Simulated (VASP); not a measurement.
# MgF2 (P4_2/mnm) in VASP: notebook

The runs below take MgF2 through electric field gradients, with LDA.

Everything below comes from runs of VASP 6.6.1. Logs are shortened: lines on timing, memory, paths and dates and some standing lists are left out, and cuts for length are marked.

### 1 The cell of the first run

The structure is tetragonal, space group P4_2/mnm (No. 136). Conventional cell: a = 4.527 Å, b = 4.527 Å, c = 2.954 Å, α = 90.00°, β = 90.00°, γ = 90.00°. Mg (site symmetry mmm) has 6 F at 1.94 Å within 2.6 Å. Within 2.6 Å of F (site symmetry m2m) lie 3 Mg at 1.94 Å and 1 F at 2.52 Å.

### 2 Electric field gradients, LDA (volume scaled by 0.94)

Input file INCAR:

```
ALGO = Normal ; EDIFF = 1E-8
ENCUT = 520 ; GGA_COMPAT = F
ISIF = 2 ; ISMEAR = -1
LASPH = T ; LCHARG = F
LEFG = T ; LREAL = F
LWAVE = F ; NBANDS = 25
NELM = 120 ; PREC = Accurate
SIGMA = 0.02
```

Input file KPOINTS:

```
k-points
0
Gamma
  5 5 7
```

Input file POSCAR:

```
MgF2
1.0
    4.5269612842      0.0000000000      0.0000000000
    0.0000000000      4.5269612842      0.0000000000
    0.0000000000      0.0000000000      2.9543337453
Mg F
2 4
Direct
    0.0000000000      0.0000000000      0.0000000000
    0.5000000000      0.5000000000      0.5000000000
    0.3028000000      0.3028000000      0.0000000000
    0.1972000000      0.8028000000      0.5000000000
    0.6972000000      0.6972000000      0.0000000000
    0.8028000000      0.1972000000      0.5000000000
```

Potentials or basis: VASP PAW LDA potentials, release 64 (Mg, F).

Run with:

```
$ cat potpaw_LDA.64/Mg/POTCAR potpaw_LDA.64/F/POTCAR > POTCAR
$ mpirun -np 1 vasp_std > vasp.out
```

OUTCAR:

```text
EDIFF = 1E-8
   ENCUT = 520
   ISIF = 2
   ISMEAR = -1
   LASPH = T
   LREAL = F
   NELM = 120
   PREC = Accurate

 ion  position               nearest neighbor table
   1  0.000  0.000  0.000-   3 1.94   5 1.94   4 1.94   6 1.94   4 1.94   6 1.94   2 3.53   2 3.53
                             2 3.53   2 3.53   2 3.53   2 3.53   2 3.53   2 3.53
   2  0.500  0.500  0.500-   4 1.94   6 1.94   5 1.94   3 1.94   3 1.94   5 1.94   1 3.53   1 3.53
                             1 3.53   1 3.53   1 3.53   1 3.53   1 3.53   1 3.53
   3  0.303  0.303  0.000-   1 1.94   2 1.94   2 1.94
   4  0.197  0.803  0.500-   2 1.94   1 1.94   1 1.94
   5  0.697  0.697  0.000-   1 1.94   2 1.94   2 1.94
   6  0.803  0.197  0.500-   2 1.94   1 1.94   1 1.94

  LATTYP: Found a simple tetragonal cell.
 ALAT       =     4.5269612842
 C/A-ratio  =     0.6526085734

  Lattice vectors:

 A1 = (   4.5269612842,   0.0000000000,   0.0000000000)
 A2 = (   0.0000000000,   4.5269612842,   0.0000000000)
 A3 = (   0.0000000000,   0.0000000000,   2.9543337453)

Analysis of symmetry for initial positions (statically):
=====================================================================
 Subroutine PRICEL returns:
 Original cell was already a primitive cell.

 Routine SETGRP: Setting up the symmetry group for a
 simple tetragonal supercell.

 Subroutine GETGRP returns: Found 16 space group operations
 (whereof  8 operations were pure point group operations)
 out of a pool of 16 trial point group operations.

The static configuration has the point symmetry D_2h.
 The point group associated with its full space group is D_4h.

Analysis of symmetry for dynamics (positions and initial velocities):
=====================================================================
 Subroutine PRICEL returns:
 Original cell was already a primitive cell.

 Routine SETGRP: Setting up the symmetry group for a
 simple tetragonal supercell.

 Subroutine GETGRP returns: Found 16 space group operations
 (whereof  8 operations were pure point group operations)
 out of a pool of 16 trial point group operations.

The dynamic configuration has the point symmetry D_2h.
 The point group associated with its full space group is D_4h.

 Subroutine INISYM returns: Found 16 space group operations
 (whereof  8 operations are pure point group operations),
 and found     1 'primitive' translations

----------------------------------------------------------------------------------------

                                     Primitive cell

  volume of cell :      60.5443

  direct lattice vectors                    reciprocal lattice vectors
     4.526961284  0.000000000  0.000000000     0.220898730  0.000000000  0.000000000
     0.000000000  4.526961284  0.000000000     0.000000000  0.220898730  0.000000000
     0.000000000  0.000000000  2.954333745     0.000000000  0.000000000  0.338485793

  length of vectors
     4.526961284  4.526961284  2.954333745     0.220898730  0.220898730  0.338485793

  position of ions in fractional coordinates (direct lattice)
     0.000000000  0.000000000  0.000000000
     0.500000000  0.500000000  0.500000000
     0.302800000  0.302800000  0.000000000
     0.197200000  0.802800000  0.500000000
     0.697200000  0.697200000  0.000000000
     0.802800000  0.197200000  0.500000000

  ion indices of the primitive-cell ions
   primitive index   ion index
                 1           1
                 2           2
                 3           3
                 4           4
                 5           5
                 6           6

----------------------------------------------------------------------------------------

 KPOINTS: k-points

Automatic generation of k-mesh.
 Grid dimensions read from file:
 generate k-points for:    5    5    7
[... 57 lines left out ...]
   ISPIN  =      1    spin polarized calculation?
   LNONCOLLINEAR =      F non collinear calculations
   LSORBIT =      F    spin-orbit coupling
   LASPH  =      T    aspherical Exc in radial PAW
   ENCUT  =  520.0 eV  38.22 Ry    6.18 a.u.   8.42  8.42  5.49*2*pi/ulx,y,z
   NELM   =    120;   NELMIN=  2; NELMDL= -5     # of ELM steps
   EDIFF  = 0.1E-07   stopping-criterion for ELM
   LREAL  =      F    real-space projection
   EDIFFG = 0.1E-06   stopping-criterion for IOM
   NSW    =      0    number of steps for IOM
   IBRION =     -1    ionic relax: 0-MD 1-quasi-New 2-CG
   NFREE  =      0    steps in history (QN), initial steepest desc. (CG)
   ISIF   =      2    stress and relaxation
   ISYM   =      2    0-nonsym 1-usesym 2-fastsym
   POTIM  = 0.5000    time-step for ionic-motion
   TEBEG  =    0.0;   TEEND  =   0.0 temperature during run
   PSTRESS=    0.0 pullay stress
   NELECT =      32.0000    total number of electrons
   NUPDOWN=      -1.0000    fix difference up-down
   EMIN   =  10.00;   EMAX   =-10.00  energy-range for DOS
   EFERMI =   0.00;   METHOD = LEGACY
   ISMEAR =    -1;   SIGMA  =   0.02  broadening in eV -4-tet -1-fermi 0-gaus
   EFERMI_NEDOS =   21; number of points for ismear=-14 and -15
   IALGO  =     38    algorithm
   IMIX   =      4    mixing-type and parameters
     AMIX     =   0.40;   BMIX     =  1.00
     AMIX_MAG =   1.60;   BMIX_MAG =  1.00
  volume/ion in A,a.u.               =      10.09        68.10
  Fermi-wavevector in a.u.,A,eV,Ry     =   1.323632  2.501301 23.837415  1.752001
  Thomas-Fermi vector in A             =   2.453225
   LORBIT       =      0    0 simple, 1 ext, 2 COOP (PROOUT), +10 PAW based schemes
   GGA     = CA    functional components
   LHFCALC =     F    Hartree Fock is set to
   AEXX    =    0.0000 exact exchange contribution
   IVDW    =     0    specifies the selected vdW correction
   LEPSILON=     F    determine dielectric tensor
   LRPA    =     F    only Hartree local field effects (RPA)
 non-spin polarized calculation
  energy-cutoff  :      520.00
  volume of cell :       60.54
 maximum number of plane-waves:      1649
 NGX is ok and might be reduce to    36
   NGX = 17   NGY = 17   NGZ = 11

 number of electron      32.0000000 magnetization

 Free energy of the ion-electron system (eV)
  ---------------------------------------------------
  ext. energy  EPLUGINS =         0.00000000
  ---------------------------------------------------
  free energy    TOTEN  =       -35.06851420 eV

  energy without entropy =      -35.06851420  energy(sigma->0) =      -35.06851420

 E-fermi :  -0.6758     XC(G=0): -10.8422

 val. band max:       -1.1073974252   @ k =   0.0000   0.0000   0.0000
 cond. band min:       6.2019666720   @ k =   0.0000   0.0000   0.0000
 fundamental gap:      7.3093640972
 Fermi energy:        -0.6758482237

 k-point     1 :       0.0000    0.0000    0.0000
  band No.  band energies     occupation
      1     -21.8018      2.00000
      2     -20.7949      2.00000
      3     -20.7949      2.00000
      4     -20.6739      2.00000
      5      -5.6076      2.00000
      6      -4.0360      2.00000
[... 661 lines left out ...]
     24      14.9577      0.00000
     25      16.4329      0.00000

------------------------ aborting loop because EDIFF is reached ----------------------------------------

  FORCE on cell =-STRESS in cart. coord.  units (eV):
  Direction    XX          YY          ZZ          XY          YZ          ZX
  --------------------------------------------------------------------------------------
  -------------------------------------------------------------------------------------
  Total        0.4968062      0.4968062      1.5690826      0.0000000      0.0000000      0.0000000
  in kB       13.1469331     13.1469331     41.5224798      0.0000000      0.0000000      0.0000000
  external PRESSURE =      22.6054487 kB  Pullay stress =       0.0000000 kB

 VOLUME and BASIS-vectors are now :
 -----------------------------------------------------------------------------
  energy-cutoff  :      520.00
  volume of cell :       60.54
      direct lattice vectors                 reciprocal lattice vectors
     4.526961284  0.000000000  0.000000000     0.220898730  0.000000000  0.000000000
     0.000000000  4.526961284  0.000000000     0.000000000  0.220898730  0.000000000
     0.000000000  0.000000000  2.954333745     0.000000000  0.000000000  0.338485793

 POSITION                                       TOTAL-FORCE (eV/Angst)
 -----------------------------------------------------------------------------------
      0.00000      0.00000      0.00000         0.000000      0.000000      0.000000
      2.26348      2.26348      1.47717         0.000000      0.000000      0.000000
      1.37076      1.37076      0.00000        -0.067432     -0.067432      0.000000
      0.89272      3.63424      1.47717         0.067432     -0.067432      0.000000
      3.15620      3.15620      0.00000         0.067432      0.067432      0.000000
      3.63424      0.89272      1.47717        -0.067432      0.067432      0.000000
 -----------------------------------------------------------------------------------
    total drift:                                0.000000      0.000000      0.000000

  FREE ENERGIE OF THE ION-ELECTRON SYSTEM (eV)
  ---------------------------------------------------
  free  energy   TOTEN  =       -35.0685141957 eV

  energy  without entropy=      -35.0685141957  energy(sigma->0) =      -35.06851420

 Electric field gradients (V/A^2)
---------------------------------------------------------------------
 ion       V_xx      V_yy      V_zz      V_xy      V_xz      V_yz
---------------------------------------------------------------------
   1       3.040     3.040    -6.080    -3.508     0.000    -0.000
   2       3.040     3.040    -6.080     3.508     0.000     0.000
   3      -7.368    -7.368    14.737    36.935    -0.000    -0.000
   4      -7.368    -7.368    14.737   -36.935     0.000    -0.000
   5      -7.368    -7.368    14.737    36.935     0.000     0.000
   6      -7.368    -7.368    14.737   -36.935     0.000    -0.000
---------------------------------------------------------------------

 Electric field gradients after diagonalization (V/A^2)
 (convention: |V_zz| > |V_xx| > |V_yy|)
----------------------------------------------------------------------
 ion       V_xx      V_yy      V_zz     asymmetry (V_yy - V_xx)/ V_zz
----------------------------------------------------------------------
   1      -6.080    -0.468     6.548       0.857
   2      -6.080    -0.468     6.548       0.857
   3      29.567    14.737   -44.303       0.335
   4      29.567    14.737   -44.303       0.335
   5      29.567    14.737   -44.303       0.335
   6      29.567    14.737   -44.303       0.335
----------------------------------------------------------------------

           NMR quadrupolar parameters

 Cq : quadrupolar parameter    Cq=e*Q*V_zz/h
 eta: asymmetry parameters     (V_yy - V_xx)/ V_zz
 Q  : nuclear electric quadrupole moment in mb (millibarn)
----------------------------------------------------------------------
 ion       Cq(MHz)       eta       Q (mb)
----------------------------------------------------------------------
   1       0.016       0.857       1.000
   2       0.016       0.857       1.000
   3      -0.107       0.335       1.000
   4      -0.107       0.335       1.000
   5      -0.107       0.335       1.000
   6      -0.107       0.335       1.000
----------------------------------------------------------------------
```

Run time: 16 s. Hardware: 1 thread of AMD EPYC 9R45 (Zen 5), shared host; peak memory 0.13 GiB.

What came out:

```yaml
Free_energy: -35.0685 eV
Pressure: 2.3 GPa
Largest_force: 0.095 eV/Å
Band_gap_on_the_k_mesh: 7.31 eV, direct
```

Forces on the atoms (eV/Å):
```
Mg   0.000  0.000  0.000
Mg   0.000  0.000  0.000
F   -0.067 -0.067  0.000
F    0.067 -0.067  0.000
F    0.067  0.067  0.000
F   -0.067  0.067  0.000
```

Levels at points of the mesh, in eV from the valence-band top:
| k point | band 14 | band 15 | band 16 | band 17 | band 18 | band 19 |
| --- | --- | --- | --- | --- | --- | --- |
| (0.00, 0.00, 0.00) | -0.35 | -0.35 | 0.00 | 7.31 | 12.37 | 12.37 |

Electric field gradients, principal values (V/Å²):
| atom | least | middle | greatest (by size) |
| --- | --- | --- | --- |
| 1 Mg | -0.468 | -6.080 | 6.548 |
| 2 Mg | -0.468 | -6.080 | 6.548 |
| 3 F | 14.737 | 29.567 | -44.303 |
| 4 F | 14.737 | 29.567 | -44.303 |
| 5 F | 14.737 | 29.567 | -44.303 |
| 6 F | 14.737 | 29.567 | -44.303 |

Caveat: without QUAD_EFG the Cq values of the log hold for a quadrupole moment of 1 mb, not for the nuclei.

[end of part 1 of 2]
